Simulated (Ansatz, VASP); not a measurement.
**TiO2 in VASP and in Ansatz**

INCAR

```
SYSTEM = TiO2
PREC = Accurate
ENCUT = 600
EDIFF = 1E-6
ISMEAR = 0
SIGMA = 0.02
LREAL = .FALSE.
LASPH = .TRUE.
NELM = 100
ALGO = Normal
ISIF = 3
LWAVE = .FALSE.
LCHARG = .FALSE.
GGA = PE
IBRION = 2
NSW = 100
EDIFFG = -0.002
```

File KPOINTS:

```
Automatic mesh
0
G
  10 10 10
  0 0 0
```

The input POSCAR:

```
TiO2
1.0
   -1.8912698400      1.8912698400      4.8075107900
    1.8912698400     -1.8912698400      4.8075107900
    1.8912698400      1.8912698400     -4.8075107900
Ti O
2 4
Direct
    0.0000000000      0.0000000000      0.0000000000
    0.7500000000      0.2500000000      0.5000000000
    0.9571521200      0.4571521200      0.5000000000
    0.2071521200      0.2071521200      0.0000000000
    0.5428478800      0.0428478800      0.5000000000
    0.7928478800      0.7928478800      0.0000000000
```

Input for Ansatz:

```yaml
crystal:
  lattice:
    - [-1.89126984, 1.89126984, 4.80751079]
    - [1.89126984, -1.89126984, 4.80751079]
    - [1.89126984, 1.89126984, -4.80751079]
  atoms:
    - { symbol: Ti, position: [0.0, 0.0, 0.0] }
    - { symbol: Ti, position: [0.75, 0.25, 0.5] }
    - { symbol: O, position: [0.95715212, 0.45715212, 0.5] }
    - { symbol: O, position: [0.20715212, 0.20715212, 0.0] }
    - { symbol: O, position: [0.54284788, 0.04284788, 0.5] }
    - { symbol: O, position: [0.79284788, 0.79284788, 0.0] }
basis:
  ecutwfc: 420
kpoints:
  mp_grid: { grid: [10, 10, 10] }
hamiltonian:
  xc: pbe
scf:
  occupations: { method: gaussian, width: 0.02 }
output:
  forces: true
  stress: true
  eigenvalues: true
relax:
  adjacent_minimum: "off"
  f_tol: 0.002
  max_steps: 80
  cell: { stress_tol: 0.02 }
```

Alike in both runs: task relaxation of cell and atoms; functional PBE; k mesh 10 × 10 × 10; occupations gaussian, width 0.02 eV; no spin polarisation.

|  | VASP | Ansatz |
| --- | --- | --- |
| version | VASP 6.6.1 | Ansatz 0.2.0 |
| potentials or method | VASP PAW PBE potentials, release 64 (Ti_sv, O), cutoff 600 eV | scalar-relativistic, plane waves, PAW |
| valence electrons in the cell | 48 | 48 |

VASP gave:

```
gap on the k mesh at the Fermi level, each at its own relaxed structure (eV) : 2.11
relaxed volume (Å³/atom)                                                     : 11.69
relaxed cell length with the largest relative difference (Å)                 : 5.547
```

Problem. Which values does Ansatz return?

Solution. gap on the k mesh at the Fermi level, each at its own relaxed structure (eV): 2.14; relaxed volume (Å³/atom): 11.67; relaxed cell length with the largest relative difference (Å): 5.544.
